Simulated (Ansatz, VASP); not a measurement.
## Two plane-wave programs on BAs

```xyz
2
Lattice="0.0000 2.3397 2.3397 2.3397 0.0000 2.3397 2.3397 2.3397 0.0000" Properties=species:S:1:pos:R:3 pbc="T T T"
As    3.5096    3.5096    3.5096
B     0.0000    0.0000    0.0000
```

Alike in both runs: task single point; functional PBEsol; k mesh 10 × 10 × 10; occupations fermi-dirac, width 0.05 eV; no spin polarisation.

```csv
,VASP,Ansatz
version,VASP 6.6.1,Ansatz 0.2.0
potentials or method,"VASP PAW PBE potentials, release 64 (As, B)",JTH PAW
plane-wave cutoff (eV),520,1350
valence electrons in the cell,8,18
```

Ansatz gave:

- gap on the k mesh at the Fermi level (eV): 1.02
- least direct gap on the mesh (eV): 3.32
- pressure (GPa): 8.8

Task: Which values does VASP return?

Result: gap on the k mesh at the Fermi level (eV): 1.01; least direct gap on the mesh (eV): 3.32; pressure (GPa): 10.0.

VASP's potentials were made for PBE, not for PBEsol. With one functional, cell and mesh, what is left measures potentials, basis and numerics. VASP's potentials hold 8 valence electrons a cell and Ansatz's 18, so a difference there can come from the potentials and not from the codes.
